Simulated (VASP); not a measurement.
Write the native input for VASP 6.6.1 that does the following.

```
Task                   : relaxation of cell and atoms
Functional             : PBE
Dispersion             : D3(BJ)
Potentials or basis    : VASP PAW PBE potentials, release 64 (Tl_d)
Cutoff                 : 600 eV
k mesh                 : 14 × 14 × 14
Occupations            : gaussian, width 0.1 eV
Spin                   : no spin polarisation
Dipole correction      : no
Further INCAR settings : ALGO = Fast; EDIFF = 1e-06; IBRION = 2; EDIFFG = -0.005; NSW = 100; ISIF = 3
```

The structure of Tl lies in POSCAR:

```
Tl
1.0
    0.0000000000      2.4663412330      2.4663412330
    2.4663412330      0.0000000000      2.4663412330
    2.4663412330      2.4663412330      0.0000000000
Tl
1
Direct
    0.0000000000      0.0000000000      0.0000000000
```

The input as run:

INCAR

```
SYSTEM = Tl
ALGO = Fast
EDIFF = 1E-6
EDIFFG = -0.005
ENCUT = 600
GGA = PE
IBRION = 2
ISIF = 3
ISMEAR = 0
IVDW = 12
LASPH = .TRUE.
LCHARG = .FALSE.
LREAL = .FALSE.
LWAVE = .FALSE.
NELM = 100
NSW = 100
PREC = Accurate
SIGMA = 0.1
```

KPOINTS

```
k-points
0
G
  14 14 14
  0 0 0
```

Potentials or basis: VASP PAW PBE potentials, release 64 (Tl_d).

Launch:

```sh
$ cat potpaw_PBE.64/Tl_d/POTCAR > POTCAR
$ mpirun -np 1 vasp_std > vasp.out
```

Results of the run:

* Relaxed volume: 29.36 Å³/atom
* Relaxed cell: a = 3.463 Å, b = 3.463 Å, c = 3.463 Å, α = 60.00°, β = 60.00°, γ = 60.00°
* Space group after relaxing (to 0.05 Å): Fm-3m (No. 225)
* Energy gained by relaxing: 1.4 meV/atom
* Ionic steps: 4
* Pressure after relaxing: 0.0 GPa
* Dispersion energy per atom: -0.334 eV

Caveat: pairwise dispersion overbinds metals, which lowers pressure and volume.

Wall time 99 s on 1 thread of Intel(R) Xeon(R) Platinum 8175M CPU @ 2.50GHz (Skylake/Cascade Lake), with other jobs on the host, peak memory 0.19 GiB.
